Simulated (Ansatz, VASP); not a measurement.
# Two plane-wave programs on HfMoC2

```
Hf Mo C
1.0
     3.19142    0.00000    0.00000
     0.00000    3.19142    0.00000
     0.00000    0.00000    4.48516
Hf Mo C
1 1 2
Direct
  0.00000 0.00000 0.00000
  0.50000 0.50000 0.50000
  0.00000 0.00000 0.50000
  0.50000 0.50000 0.00000
```

Alike in both runs: task relaxation of cell and atoms; functional PBE; k mesh 14 × 14 × 10; occupations gaussian, width 0.1 eV; no spin polarisation.

|  | VASP | Ansatz |
| --- | --- | --- |
| version | VASP 6.6.1 | Ansatz 0.2.0 |
| potentials or method | VASP PAW PBE potentials, release 64 (Hf_pv, Mo_sv, C), cutoff 600 eV | scalar-relativistic, plane waves, PAW |
| valence electrons in the cell | 32 | 48 |

VASP gave:

| Quantity | Value |
| --- | --- |
| gap on the k mesh at the Fermi level, each at its own relaxed structure (eV) | none |
| relaxed volume (Å³/atom) | 11.36 |
| relaxed length of the cell vector where the two differ most in proportion (Å) | 3.186 |

What did Ansatz give for the same quantities?

gap on the k mesh at the Fermi level, each at its own relaxed structure (eV): none; relaxed volume (Å³/atom): 11.37; relaxed length of the cell vector where the two differ most in proportion (Å): 3.187.

A gap of «none» marks a metal or a gap that the smearing closes. VASP's potentials hold 32 valence electrons a cell and Ansatz's 48, so a difference there can come from the potentials and not from the codes.

Spin-orbit coupling is off throughout.
